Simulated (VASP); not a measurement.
# Ba (Fm-3m) in VASP: settings compared

Ba is run at these levels: RPBE, RPBE+D4; tasks: single point.

Everything below comes from runs of VASP 6.6.1. Logs are shortened: lines on timing, memory, paths and dates and some standing lists are left out, and cuts for length are marked.

## Step 1: The cell of the first run

Symmetry: Fm-3m, No. 225, cubic system. Conventional cell: a = 6.465 Å, b = 6.465 Å, c = 6.465 Å, α = 90.00°, β = 90.00°, γ = 90.00°.

## Step 2: Single point, RPBE

File INCAR:

```
SYSTEM = Ba
  ALGO = Normal
  EDIFF = 1E-6
  ENCUT = 520
  GGA = RP
  ISIF = 2
  ISMEAR = 0
  LASPH = .TRUE.
  LCHARG = .TRUE.
  LELF = .TRUE.
  LREAL = .FALSE.
  LVHAR = .TRUE.
  LWAVE = .FALSE.
  NBANDS = 11
  NELM = 60
  PREC = Accurate
  SIGMA = 0.1
```

File KPOINTS:

```
k-points
0
G
  7 7 7
  0 0 0
```

File POSCAR:

```
Ba
1.0
    0.0000000000      3.2326650028      3.2326650028
    3.2326650028      0.0000000000      3.2326650028
    3.2326650028      3.2326650028      0.0000000000
Ba
1
Direct
    0.0000000000      0.0000000000      0.0000000000
```

Potentials or basis: VASP PAW PBE potentials, release 64 (Ba_sv).

Launch:

```bash
$ cat potpaw_PBE.64/Ba_sv/POTCAR > POTCAR
$ mpirun -np 1 vasp_std > vasp.out
```

OUTCAR:

```text
SYSTEM = Ba
   EDIFF = 1E-6
   ENCUT = 520
   GGA = RP
   ISIF = 2
   ISMEAR = 0
   LASPH = .TRUE.
   LREAL = .FALSE.
   NELM = 60
   PREC = Accurate

 ion  position               nearest neighbor table
   1  0.000  0.000  0.000-

  LATTYP: Found a face centered cubic cell.
 ALAT       =     6.4653300056

  Lattice vectors:

 A1 = (   0.0000000000,   3.2326650028,   3.2326650028)
 A2 = (   3.2326650028,   0.0000000000,   3.2326650028)
 A3 = (   3.2326650028,   3.2326650028,   0.0000000000)

Analysis of symmetry for initial positions (statically):
=====================================================================
 Subroutine PRICEL returns:
 Original cell was already a primitive cell.

 Routine SETGRP: Setting up the symmetry group for a
 face centered cubic supercell.

 Subroutine GETGRP returns: Found 48 space group operations
[... 9 lines left out ...]

 Routine SETGRP: Setting up the symmetry group for a
 face centered cubic supercell.

 Subroutine GETGRP returns: Found 48 space group operations
[... 11 lines left out ...]
                                     Primitive cell

  volume of cell :      67.5635

  direct lattice vectors                    reciprocal lattice vectors
     0.000000000  3.232665003  3.232665003    -0.154671146  0.154671146  0.154671146
     3.232665003  0.000000000  3.232665003     0.154671146 -0.154671146  0.154671146
     3.232665003  3.232665003  0.000000000     0.154671146  0.154671146 -0.154671146

  length of vectors
     4.571678690  4.571678690  4.571678690     0.267898283  0.267898283  0.267898283

  position of ions in fractional coordinates (direct lattice)
     0.000000000  0.000000000  0.000000000

  ion indices of the primitive-cell ions
   primitive index   ion index
                 1           1

----------------------------------------------------------------------------------------

 KPOINTS: k-points

Automatic generation of k-mesh.
 Grid dimensions read from file:
 generate k-points for:    7    7    7

 Generating k-lattice:

  Cartesian coordinates                     Fractional coordinates (reciprocal lattice)
    -0.022095878  0.022095878  0.022095878     0.142857143  0.000000000  0.000000000
     0.022095878 -0.022095878  0.022095878     0.000000000  0.142857143  0.000000000
     0.022095878  0.022095878 -0.022095878     0.000000000  0.000000000  0.142857143

  Length of vectors
     0.038271183  0.038271183  0.038271183

  Shift w.r.t. Gamma in fractional coordinates (k-lattice)
     0.000000000  0.000000000  0.000000000

 Subroutine IBZKPT returns following result:
 ===========================================

 Found     20 irreducible k-points:

 Following reciprocal coordinates:
            Coordinates               Weight
  0.000000  0.000000  0.000000      1.000000
  0.142857  0.000000  0.000000      8.000000
  0.285714  0.000000  0.000000      8.000000
  0.428571  0.000000  0.000000      8.000000
  0.142857  0.142857  0.000000      6.000000
  0.285714  0.142857  0.000000     24.000000
[... 12 lines left out ...]
 -0.428571  0.428571  0.142857     24.000000
 -0.285714  0.428571  0.142857     24.000000
   k-points           NKPTS =     20   k-points in BZ     NKDIM =     20   number of bands    NBANDS=     11
   number of dos      NEDOS =    301   number of ions     NIONS =      1
   total plane-waves  NPLWV =  46656
   dimension x,y,z NGX =    36 NGY =   36 NGZ =   36
   dimension x,y,z NGXF=    72 NGYF=   72 NGZF=   72
   ions per type =               1
   NGX,Y,Z   is equivalent  to a cutoff of  13.09, 13.09, 13.09 a.u.
   NGXF,Y,Z  is equivalent  to a cutoff of  26.18, 26.18, 26.18 a.u.
 SYSTEM =  Ba
   PREC   = accura    normal or accurate (medium, high low for compatibility)
   ISTART =      0    job   : 0-new  1-cont  2-samecut
   ICHARG =      2    charge: 1-file 2-atom 10-const
   ISPIN  =      1    spin polarized calculation?
   LNONCOLLINEAR =      F non collinear calculations
   LSORBIT =      F    spin-orbit coupling
   LASPH  =      T    aspherical Exc in radial PAW
   ENCUT  =  520.0 eV  38.22 Ry    6.18 a.u.   8.50  8.50  8.50*2*pi/ulx,y,z
   NELM   =     60;   NELMIN=  2; NELMDL= -5     # of ELM steps
   EDIFF  = 0.1E-05   stopping-criterion for ELM
   LREAL  =      F    real-space projection
   EDIFFG = 0.1E-04   stopping-criterion for IOM
   NSW    =      0    number of steps for IOM
   IBRION =     -1    ionic relax: 0-MD 1-quasi-New 2-CG
   NFREE  =      0    steps in history (QN), initial steepest desc. (CG)
   ISIF   =      2    stress and relaxation
   ISYM   =      2    0-nonsym 1-usesym 2-fastsym
   POTIM  = 0.5000    time-step for ionic-motion
   TEBEG  =    0.0;   TEEND  =   0.0 temperature during run
   PSTRESS=    0.0 pullay stress
   NELECT =      10.0000    total number of electrons
   NUPDOWN=      -1.0000    fix difference up-down
   EMIN   =  10.00;   EMAX   =-10.00  energy-range for DOS
   EFERMI =   0.00;   METHOD = LEGACY
   ISMEAR =     0;   SIGMA  =   0.10  broadening in eV -4-tet -1-fermi 0-gaus
   EFERMI_NEDOS =   21; number of points for ismear=-14 and -15
   IALGO  =     38    algorithm
   IMIX   =      4    mixing-type and parameters
     AMIX     =   0.40;   BMIX     =  1.00
     AMIX_MAG =   1.60;   BMIX_MAG =  1.00
  volume/ion in A,a.u.               =      67.56       455.94
  Fermi-wavevector in a.u.,A,eV,Ry     =   0.865973  1.636451 10.203124  0.749908
  Thomas-Fermi vector in A             =   1.984294
   LORBIT       =      0    0 simple, 1 ext, 2 COOP (PROOUT), +10 PAW based schemes
   GGA     = RP    functional components
   LHFCALC =     F    Hartree Fock is set to
   AEXX    =    0.0000 exact exchange contribution
   IVDW    =     0    specifies the selected vdW correction
   LEPSILON=     F    determine dielectric tensor
   LRPA    =     F    only Hartree local field effects (RPA)
 non-spin polarized calculation
 Gauss-broadening in eV      SIGMA  =   0.10
  energy-cutoff  :      520.00
  volume of cell :       67.56
 maximum number of plane-waves:      1841
 NGX is ok and might be reduce to    36
   NGX = 17   NGY = 17   NGZ = 17

 number of electron      10.0000000 magnetization

 Free energy of the ion-electron system (eV)
  ---------------------------------------------------
  ext. energy  EPLUGINS =         0.00000000
  ---------------------------------------------------
  free energy    TOTEN  =        -1.67571616 eV

  energy without entropy =       -1.66881349  energy(sigma->0) =       -1.67226483

 E-fermi :   1.5620     XC(G=0):  -7.0808

 val. band max:        1.5349062502   @ k =  -0.2857   0.4286   0.1429
 cond. band min:       1.5867235279   @ k =  -0.4286   0.4286   0.0000
 fundamental gap:      0.0518172776
 Fermi energy:         1.5619990425

 k-point     1 :       0.0000    0.0000    0.0000
  band No.  band energies     occupation
      1     -27.5041      2.00000
      2     -12.5047      2.00000
      3     -12.5047      2.00000
      4     -12.5047      2.00000
      5      -1.1713      2.00000
      6       3.2896      0.00000
      7       3.2896      0.00000
      8       3.2896      0.00000
      9       4.7237      0.00000
     10       4.7237      0.00000
     11       7.3809      0.00000

 k-point     2 :       0.1429    0.0000    0.0000
  band No.  band energies     occupation
      1     -27.4987      2.00000
      2     -12.5754      2.00000
      3     -12.5138      2.00000
      4     -12.5138      2.00000
      5      -0.8489      2.00000
      6       2.9249      0.00000
      7       3.4238      0.00000
      8       3.4238      0.00000
      9       4.5656      0.00000
     10       4.5656      0.00000
     11       8.0032      0.00000

 k-point     3 :       0.2857    0.0000    0.0000
  band No.  band energies     occupation
      1     -27.4865      2.00000
      2     -12.7285      2.00000
      3     -12.5341      2.00000
      4     -12.5341      2.00000
      5      -0.0631      2.00000
      6       2.4224      0.00000
      7       3.4003      0.00000
      8       3.4003      0.00000
      9       4.8290      0.00000
     10       4.8290      0.00000
     11       7.2842      0.00000

 k-point     4 :       0.4286    0.0000    0.0000
  band No.  band energies     occupation
      1     -27.4767      2.00000
      2     -12.8461      2.00000
      3     -12.5502      2.00000
      4     -12.5502      2.00000
      5       0.5769      2.00000
      6       2.3611      0.00000
      7       3.1843      0.00000
      8       3.1843      0.00000
      9       5.6284      0.00000
     10       5.6284      0.00000
     11       6.9555      0.00000

 k-point     5 :       0.1429    0.1429    0.0000
  band No.  band energies     occupation
      1     -27.4969      2.00000
      2     -12.5735      2.00000
      3     -12.5294      2.00000
      4     -12.5294      2.00000
      5      -0.7420      2.00000
      6       2.7694      0.00000
      7       3.5473      0.00000
      8       3.5473      0.00000
      9       4.0268      0.00000
     10       4.8922      0.00000
     11       8.3999      0.00000
[... 155 lines left out ...]
 k-point    17 :       0.4286    0.2857    0.1429
  band No.  band energies     occupation
      1     -27.4779      2.00000
      2     -12.7487      2.00000
      3     -12.6183      2.00000
      4     -12.5644      2.00000
      5       0.5907      2.00000
      6       2.1000      0.00000
      7       2.6712      0.00000
      8       4.0766      0.00000
      9       4.4168      0.00000
     10       5.8746      0.00000
     11       8.0566      0.00000

 k-point    18 :      -0.4286    0.2857    0.1429
  band No.  band energies     occupation
      1     -27.4705      2.00000
      2     -12.7941      2.00000
      3     -12.6624      2.00000
      4     -12.5872      2.00000
      5       1.3101      1.99963
      6       1.9219      0.00000
      7       2.4413      0.00000
      8       3.8704      0.00000
      9       5.2345      0.00000
     10       6.2376      0.00000
     11       6.9946      0.00000

 k-point    19 :      -0.4286    0.4286    0.1429
  band No.  band energies     occupation
      1     -27.4673      2.00000
      2     -12.7976      2.00000
      3     -12.6667      2.00000
      4     -12.6258      2.00000
      5       1.1704      2.00000
      6       1.7709      0.00314
      7       2.6511      0.00000
      8       4.4626      0.00000
      9       5.6349      0.00000
     10       6.3886      0.00000
     11       7.0726      0.00000

 k-point    20 :      -0.2857    0.4286    0.1429
  band No.  band energies     occupation
      1     -27.4665      2.00000
      2     -12.7532      2.00000
      3     -12.7317      2.00000
      4     -12.6200      2.00000
      5       1.5349      1.29839
      6       1.9091      0.00000
      7       2.4098      0.00000
      8       3.9009      0.00000
      9       5.7315      0.00000
     10       6.1010      0.00000
     11       7.3626      0.00000

------------------------ aborting loop because EDIFF is reached ----------------------------------------

  FORCE on cell =-STRESS in cart. coord.  units (eV):
  Direction    XX          YY          ZZ          XY          YZ          ZX
  --------------------------------------------------------------------------------------
  -------------------------------------------------------------------------------------
  Total        0.1382763      0.1382763      0.1382763     -0.0000000      0.0000000      0.0000000
  in kB        3.2790361      3.2790361      3.2790361     -0.0000000      0.0000000      0.0000000
  external PRESSURE =       3.2790361 kB  Pullay stress =       0.0000000 kB

 VOLUME and BASIS-vectors are now :
 -----------------------------------------------------------------------------
  energy-cutoff  :      520.00
  volume of cell :       67.56
      direct lattice vectors                 reciprocal lattice vectors
     0.000000000  3.232665003  3.232665003    -0.154671146  0.154671146  0.154671146
     3.232665003  0.000000000  3.232665003     0.154671146 -0.154671146  0.154671146
     3.232665003  3.232665003  0.000000000     0.154671146  0.154671146 -0.154671146

 POSITION                                       TOTAL-FORCE (eV/Angst)
 -----------------------------------------------------------------------------------
      0.00000      0.00000      0.00000         0.000000      0.000000      0.000000
 -----------------------------------------------------------------------------------
    total drift:                               -0.000000      0.000000      0.000000

  FREE ENERGIE OF THE ION-ELECTRON SYSTEM (eV)
  ---------------------------------------------------
  free  energy   TOTEN  =        -1.6757161647 eV

  energy  without entropy=       -1.6688134929  energy(sigma->0) =       -1.67226483
```

It took 22 s on 1 thread of Intel Xeon 8259CL, shared host; peak memory 0.2 GiB.

Results:

| Item | Value |
| --- | --- |
| Free energy | -1.6757 eV |
| Pressure | 0.3 GPa |
| Band gap on the k mesh | zero (band 5 reaches 1.53 eV, above the bottom of band 6 at 1.53 eV) |

Caveat: the PAW data sets were made with another functional, which shifts forces and pressure a little; spin-orbit coupling is left out, which moves the levels of the heavy elements.

## Step 3: Single point, RPBE+D4

File INCAR:

```
SYSTEM = Ba
  PREC = Accurate
  ENCUT = 520
  EDIFF = 1E-6
  ISMEAR = 0
  SIGMA = 0.1
  LREAL = .FALSE.
  LASPH = .TRUE.
  NELM = 80
  ALGO = Normal
  ISIF = 2
  LWAVE = .FALSE.
  LCHARG = .FALSE.
  GGA = RP
  IVDW = 13
  NBANDS = 11
```

File KPOINTS:

```
regular mesh
0
G
  7 7 7
  0 0 0
```

POSCAR is that of step 2.

Potentials or basis: VASP PAW PBE potentials, release 64 (Ba_sv).

Launch:

```bash
$ cat potpaw_PBE.64/Ba_sv/POTCAR > POTCAR
$ mpirun -np 1 vasp_std > vasp.out
```

Wall time 18 s (1 thread of Intel Xeon 8259CL, shared host); peak memory 0.2 GiB.

Results (log left out):

```
Free energy                : -1.8844 eV
Pressure                   : -0.1 GPa
Band gap on the k mesh     : zero (band 5 reaches 1.53 eV, above the bottom of band 6 at 1.53 eV)
Dispersion energy per atom : -0.209 eV
```

Levels at points of the mesh, in eV from the Fermi level:
```tsv
k point	band 3	band 4	band 5	band 6	band 7	band 8
(0.00, 0.00, 0.00)	-14.07	-14.07	-2.73	1.73	1.73	1.73
```

Caveat: the PAW data sets were made with another functional, which shifts forces and pressure a little; spin-orbit coupling is left out, which moves the levels of the heavy elements; pairwise dispersion overbinds metals, which lowers pressure and volume.
